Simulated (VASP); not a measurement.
# GaSb (Immm) in VASP: single point with PBEsol

Aim: the single point of GaSb with PBEsol.

All numbers are computed with VASP 6.6.1; they aren't measurements. Logs are shortened: lines on timing, memory, paths and dates and some standing lists are left out, and cuts for length are marked.

**1. The cell of the first run**

It takes space group Immm (No. 71, orthorhombic). The conventional cell has a = 3.048 Å, b = 5.241 Å, c = 5.668 Å, α = 90.00°, β = 90.00°, γ = 90.00°. Ga (site symmetry mmm) has 6 Sb at 2.83 to 3.03 Å and 2 Ga at 3.05 Å within 3.7 Å. Within 3.7 Å of Sb (site symmetry mmm) lie 6 Ga at 2.83 to 3.03 Å and 2 Sb at 3.05 Å.

**2. Single point, PBEsol**

The input, INCAR:

```
SYSTEM = GaSb
PREC = Accurate
ENCUT = 500
EDIFF = 1E-6
ISMEAR = 0
SIGMA = 0.01
LREAL = .False.
LASPH = .True.
NELM = 120
ALGO = Normal
ISIF = 2
LWAVE = .False.
LCHARG = .True.
GGA = PS
LELF = .True.
LVHAR = .True.
NBANDS = 16
GGA_COMPAT = .False.
```

The input, KPOINTS:

```
regular mesh
0
Gamma
  6 6 6
  0 0 0
```

The input, POSCAR:

```
GaSb
1.0
   -1.5241390061      2.6203957796      2.8342492230
    1.5241390061     -2.6203957796      2.8342492230
    1.5241390061      2.6203957796     -2.8342492230
Ga Sb
1 1
Direct
    0.0000000000      0.0000000000      0.0000000000
    0.5000000000      0.5000000000      0.0000000000
```

Potentials or basis: VASP PAW PBE potentials, release 64 (Ga_d, Sb).

Command:

```bash
cat potpaw_PBE.64/Ga_d/POTCAR potpaw_PBE.64/Sb/POTCAR > POTCAR
mpirun -np 1 vasp_std > vasp.out
```

OUTCAR:

```text
SYSTEM = GaSb
   PREC = Accurate
   ENCUT = 500
   EDIFF = 1E-6
   ISMEAR = 0
   LREAL = .False.
   LASPH = .True.
   NELM = 120
   ISIF = 2
   GGA = PS

 ion  position               nearest neighbor table
   1  0.000  0.000  0.000-   2 2.83   2 2.83   2 3.03   2 3.03   2 3.03   2 3.03
   2  0.500  0.500  0.000-   1 2.83   1 2.83   1 3.03   1 3.03   1 3.03   1 3.03

  LATTYP: Found a body centered orthorhombic cell.
 ALAT       =     3.0482780122
 B/A-ratio  =     1.7192629866
 C/A-ratio  =     1.8595739704

  Lattice vectors:

 A1 = (  -1.5241390061,   2.6203957796,   2.8342492230)
 A2 = (   1.5241390061,  -2.6203957796,   2.8342492230)
 A3 = (   1.5241390061,   2.6203957796,  -2.8342492230)

Analysis of symmetry for initial positions (statically):
=====================================================================
 Subroutine PRICEL returns:
 Original cell was already a primitive cell.

 Routine SETGRP: Setting up the symmetry group for a
 body centered orthorhombic supercell.

 Subroutine GETGRP returns: Found  8 space group operations
 (whereof  8 operations were pure point group operations)
 out of a pool of  8 trial point group operations.

The static configuration has the point symmetry D_2h.

Analysis of symmetry for dynamics (positions and initial velocities):
=====================================================================
 Subroutine PRICEL returns:
 Original cell was already a primitive cell.

 Routine SETGRP: Setting up the symmetry group for a
 body centered orthorhombic supercell.

 Subroutine GETGRP returns: Found  8 space group operations
 (whereof  8 operations were pure point group operations)
 out of a pool of  8 trial point group operations.

The dynamic configuration has the point symmetry D_2h.

 Subroutine INISYM returns: Found  8 space group operations
 (whereof  8 operations are pure point group operations),
 and found     1 'primitive' translations

----------------------------------------------------------------------------------------

                                     Primitive cell

  volume of cell :      45.2782

  direct lattice vectors                    reciprocal lattice vectors
    -1.524139006  2.620395780  2.834249223     0.000000000  0.190810871  0.176413562
     1.524139006 -2.620395780  2.834249223     0.328054067  0.000000000  0.176413562
     1.524139006  2.620395780 -2.834249223     0.328054067  0.190810871  0.000000000

  length of vectors
     4.149993061  4.149993061  4.149993061     0.259866375  0.372479819  0.379510552

  position of ions in fractional coordinates (direct lattice)
     0.000000000  0.000000000  0.000000000
     0.500000000  0.500000000  0.000000000

  ion indices of the primitive-cell ions
   primitive index   ion index
                 1           1
                 2           2

----------------------------------------------------------------------------------------

 KPOINTS: regular mesh

Automatic generation of k-mesh.
 Grid dimensions read from file:
 generate k-points for:    6    6    6

 Generating k-lattice:

  Cartesian coordinates                     Fractional coordinates (reciprocal lattice)
     0.000000000  0.031801812  0.029402260     0.166666667  0.000000000 -0.000000000
     0.054675678  0.000000000  0.029402260     0.000000000  0.166666667  0.000000000
     0.054675678  0.031801812  0.000000000    -0.000000000  0.000000000  0.166666667

  Length of vectors
     0.043311063  0.062079970  0.063251759

  Shift w.r.t. Gamma in fractional coordinates (k-lattice)
     0.000000000  0.000000000  0.000000000

 Subroutine IBZKPT returns following result:
 ===========================================

 Found     46 irreducible k-points:

 Following reciprocal coordinates:
            Coordinates               Weight
  0.000000  0.000000  0.000000      1.000000
  0.166667 -0.000000  0.000000      4.000000
  0.333333 -0.000000  0.000000      4.000000
  0.500000  0.000000  0.000000      2.000000
 -0.000000  0.166667  0.000000      4.000000
  0.166667  0.166667  0.000000      8.000000
[... 16 lines left out ...]
 -0.166667  0.166667  0.166667      2.000000
  0.166667  0.333333  0.166667      4.000000
 [... further k-points ...]
   k-points           NKPTS =     46   k-points in BZ     NKDIM =     46   number of bands    NBANDS=     16
   number of dos      NEDOS =    301   number of ions     NIONS =      2
   total plane-waves  NPLWV =  27000
   dimension x,y,z NGX =    30 NGY =   30 NGZ =   30
   dimension x,y,z NGXF=    60 NGYF=   60 NGZF=   60
   ions per type =               1   1
   NGX,Y,Z   is equivalent  to a cutoff of  12.02, 12.02, 12.02 a.u.
   NGXF,Y,Z  is equivalent  to a cutoff of  24.04, 24.04, 24.04 a.u.
 SYSTEM =  GaSb
   PREC   = accura    normal or accurate (medium, high low for compatibility)
   ISTART =      0    job   : 0-new  1-cont  2-samecut
   ICHARG =      2    charge: 1-file 2-atom 10-const
   ISPIN  =      1    spin polarized calculation?
   LNONCOLLINEAR =      F non collinear calculations
   LSORBIT =      F    spin-orbit coupling
   LASPH  =      T    aspherical Exc in radial PAW
   ENCUT  =  500.0 eV  36.75 Ry    6.06 a.u.   7.57  7.57  7.57*2*pi/ulx,y,z
   NELM   =    120;   NELMIN=  2; NELMDL= -5     # of ELM steps
   EDIFF  = 0.1E-05   stopping-criterion for ELM
   LREAL  =      F    real-space projection
   EDIFFG = 0.1E-04   stopping-criterion for IOM
   NSW    =      0    number of steps for IOM
   IBRION =     -1    ionic relax: 0-MD 1-quasi-New 2-CG
   NFREE  =      0    steps in history (QN), initial steepest desc. (CG)
   ISIF   =      2    stress and relaxation
   ISYM   =      2    0-nonsym 1-usesym 2-fastsym
   POTIM  = 0.5000    time-step for ionic-motion
   TEBEG  =    0.0;   TEEND  =   0.0 temperature during run
   PSTRESS=    0.0 pullay stress
   NELECT =      18.0000    total number of electrons
   NUPDOWN=      -1.0000    fix difference up-down
   EMIN   =  10.00;   EMAX   =-10.00  energy-range for DOS
   EFERMI =   0.00;   METHOD = LEGACY
   ISMEAR =     0;   SIGMA  =   0.01  broadening in eV -4-tet -1-fermi 0-gaus
   EFERMI_NEDOS =   21; number of points for ismear=-14 and -15
   IALGO  =     38    algorithm
   IMIX   =      4    mixing-type and parameters
     AMIX     =   0.40;   BMIX     =  1.00
     AMIX_MAG =   1.60;   BMIX_MAG =  1.00
  volume/ion in A,a.u.               =      22.64       152.78
  Fermi-wavevector in a.u.,A,eV,Ry     =   1.203749  2.274755 19.714991  1.449011
  Thomas-Fermi vector in A             =   2.339493
   LORBIT       =      0    0 simple, 1 ext, 2 COOP (PROOUT), +10 PAW based schemes
   GGA     = PS    functional components
   LHFCALC =     F    Hartree Fock is set to
   AEXX    =    0.0000 exact exchange contribution
   IVDW    =     0    specifies the selected vdW correction
   LEPSILON=     F    determine dielectric tensor
   LRPA    =     F    only Hartree local field effects (RPA)
 non-spin polarized calculation
 Gauss-broadening in eV      SIGMA  =   0.01
  energy-cutoff  :      500.00
  volume of cell :       45.28
 maximum number of plane-waves:      1179
   NGX = 15   NGY = 15   NGZ = 15

 number of electron      18.0000005 magnetization

 Free energy of the ion-electron system (eV)
  ---------------------------------------------------
  ext. energy  EPLUGINS =         0.00000000
  ---------------------------------------------------
  free energy    TOTEN  =        -7.88947892 eV

  energy without entropy =       -7.88931247  energy(sigma->0) =       -7.88939569

 E-fermi :   7.4346     XC(G=0): -10.6586

 val. band max:        7.3495623484   @ k =   0.5000   0.5000   0.3333
 cond. band min:       7.4393888281   @ k =   0.5000   0.3333  -0.0000
 fundamental gap:      0.0898264797
 Fermi energy:         7.4346194653

 k-point     1 :       0.0000    0.0000    0.0000
  band No.  band energies     occupation
      1      -7.7840      2.00000
      2      -7.6838      2.00000
      3      -7.6827      2.00000
      4      -7.6512      2.00000
      5      -7.6146      2.00000
      6      -5.3139      2.00000
[... 8 lines left out ...]
     15      16.4843      0.00000
     16      17.8445      0.00000

 k-point     2 :       0.1667   -0.0000    0.0000
  band No.  band energies     occupation
      1      -7.7819      2.00000
      2      -7.6902      2.00000
      3      -7.6790      2.00000
      4      -7.6511      2.00000
      5      -7.6140      2.00000
      6      -5.0647      2.00000
[... 8 lines left out ...]
     15      17.0238      0.00000
     16      18.1095      0.00000

 k-point     3 :       0.3333   -0.0000    0.0000
  band No.  band energies     occupation
      1      -7.7786      2.00000
      2      -7.7028      2.00000
      3      -7.6718      2.00000
      4      -7.6511      2.00000
      5      -7.6125      2.00000
      6      -4.3763      2.00000
[... 8 lines left out ...]
     15      16.4940      0.00000
     16      17.3079      0.00000

 k-point     4 :       0.5000    0.0000    0.0000
  band No.  band energies     occupation
      1      -7.7774      2.00000
      2      -7.7091      2.00000
      3      -7.6683      2.00000
      4      -7.6512      2.00000
      5      -7.6117      2.00000
      6      -3.7838      2.00000
[... 8 lines left out ...]
     15      16.9876      0.00000
     16      19.2734      0.00000
[... 324 lines left out ...]
 k-point    22 :       0.3333    0.1667    0.1667
  band No.  band energies     occupation
      1      -7.7294      2.00000
      2      -7.6953      2.00000
      3      -7.6734      2.00000
      4      -7.6590      2.00000
      5      -7.6393      2.00000
      6      -2.0121      2.00000
[... 8 lines left out ...]
     15      16.2577      0.00000
     16      17.4711      0.00000

 k-point    23 :      -0.1667    0.1667    0.1667
  band No.  band energies     occupation
      1      -7.7213      2.00000
      2      -7.6875      2.00000
      3      -7.6721      2.00000
      4      -7.6650      2.00000
      5      -7.6485      2.00000
      6      -3.4974      2.00000
[... 8 lines left out ...]
     15      15.2852      0.00000
     16      18.2576      0.00000

 k-point    24 :       0.1667    0.3333    0.1667
  band No.  band energies     occupation
      1      -7.7516      2.00000
      2      -7.6950      2.00000
      3      -7.6909      2.00000
      4      -7.6541      2.00000
      5      -7.5957      2.00000
      6      -0.7847      2.00000
[... 8 lines left out ...]
     15      14.6159      0.00000
     16      17.2377      0.00000

 [... further k-points ...]
[... 5 lines left out ...]
  --------------------------------------------------------------------------------------
  -------------------------------------------------------------------------------------
  Total       -0.1708751     -0.1797440      0.6431296      0.0000000      0.0000000      0.0000000
  in kB       -6.0464408     -6.3602680     22.7572413      0.0000000      0.0000000      0.0000000
  external PRESSURE =       3.4501775 kB  Pullay stress =       0.0000000 kB

 VOLUME and BASIS-vectors are now :
 -----------------------------------------------------------------------------
  energy-cutoff  :      500.00
  volume of cell :       45.28
      direct lattice vectors                 reciprocal lattice vectors
    -1.524139006  2.620395780  2.834249223     0.000000000  0.190810871  0.176413562
     1.524139006 -2.620395780  2.834249223     0.328054067  0.000000000  0.176413562
     1.524139006  2.620395780 -2.834249223     0.328054067  0.190810871  0.000000000

 POSITION                                       TOTAL-FORCE (eV/Angst)
 -----------------------------------------------------------------------------------
      0.00000      0.00000      0.00000         0.000000     -0.000000      0.000000
      0.00000      0.00000      2.83425         0.000000      0.000000     -0.000000
 -----------------------------------------------------------------------------------
    total drift:                                0.000000      0.000000      0.000000

  FREE ENERGIE OF THE ION-ELECTRON SYSTEM (eV)
  ---------------------------------------------------
  free  energy   TOTEN  =        -7.8894789166 eV

  energy  without entropy=       -7.8893124707  energy(sigma->0) =       -7.88939569
```

Wall time 29 s (1 thread of Intel Xeon Platinum 8375C at 2.90GHz (Ice Lake), shared host); peak memory 0.18 GiB.

What came out:

```
Free energy            : -7.8895 eV
Pressure               : 0.3 GPa
Band gap on the k mesh : zero (band 9 reaches 8.73 eV, above the bottom of band 10 at 3.96 eV)
```

Caveat: the k points lie up to 0.40 Å⁻¹ apart; the PAW data sets were made with another functional, which shifts forces and pressure a little; spin-orbit coupling is left out, which moves the levels of the heavy elements.
